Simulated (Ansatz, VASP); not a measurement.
## Two plane-wave programs on Ti3Al

The input INCAR:

```
  ALGO = Fast
  EDIFF = 1E-6
  ENCUT = 520
  GGA = PE
  ISIF = 2
  ISMEAR = 0
  LASPH = T
  LCHARG = F
  LREAL = F
  LWAVE = F
  NBANDS = 28
  NELM = 100
  PREC = Accurate
  SIGMA = 0.15
```

File KPOINTS:

```
k-points
0
Gamma
  18 18 6
```

Contents of POSCAR:

```
Ti3Al
1.0
    2.9555562412      0.0000000000      0.0000000000
   -1.4777781206      2.5595867872      0.0000000000
    0.0000000000      0.0000000000      9.3128849727
Ti Al
3 1
Direct
    0.6666666667      0.3333333333      0.0000000000
    0.3333333333      0.6666666667      0.7504575700
    0.3333333333      0.6666666667      0.2495424300
    0.6666666667      0.3333333333      0.5000000000
```

Input for Ansatz:

```yaml
crystal:
  lattice:
    - [2.9555562412, 0.0, 0.0]
    - [-1.4777781206, 2.5595867872, 0.0]
    - [0.0, 0.0, 9.3128849727]
  atoms:
    - { symbol: Ti, position: [0.6666666667, 0.3333333333, 0.0] }
    - { symbol: Ti, position: [0.3333333333, 0.6666666667, 0.75045757] }
    - { symbol: Ti, position: [0.3333333333, 0.6666666667, 0.24954243] }
    - { symbol: Al, position: [0.6666666667, 0.3333333333, 0.5] }
basis:
  ecutwfc: 520.0
kpoints:
  mp_grid: { grid: [18, 18, 6] }
hamiltonian:
  xc: pbe
  pseudopotentials: { kind: paw, azcp: { folder: soft_1 } }
scf:
  occupations: { method: gaussian, width: 0.15 }
output:
  forces: true
  stress: true
  eigenvalues: true
```

Alike in both runs: task single point; functional PBE; k mesh 18 × 18 × 6; occupations gaussian, width 0.15 eV; no spin polarisation.

|  | VASP | Ansatz |
| --- | --- | --- |
| version | VASP 6.6.1 | Ansatz 0.2.0 |
| potentials or method | VASP PAW PBE potentials, release 64 (Ti_sv, Al), cutoff 520 eV | scalar-relativistic, plane waves, PAW |
| valence electrons in the cell | 39 | 39 |

Ansatz gave:

* gap on the k mesh at the Fermi level (eV): none
* pressure (GPa): -2.7
* traceless stress, the component that is largest in VASP (GPa): -0.15
* rms of the force components (eV/Å): 0.005

What did VASP give for the same quantities?

gap on the k mesh at the Fermi level (eV): none; pressure (GPa): -2.9; traceless stress, the component that is largest in VASP (GPa): -0.13; rms of the force components (eV/Å): 0.008.

Atom by atom the forces differ by 0.003 eV/Å (rms over components). A gap of «none» marks a metal or a gap that the smearing closes. The functional is the same, so the differences come from potentials, cutoffs and numerics.
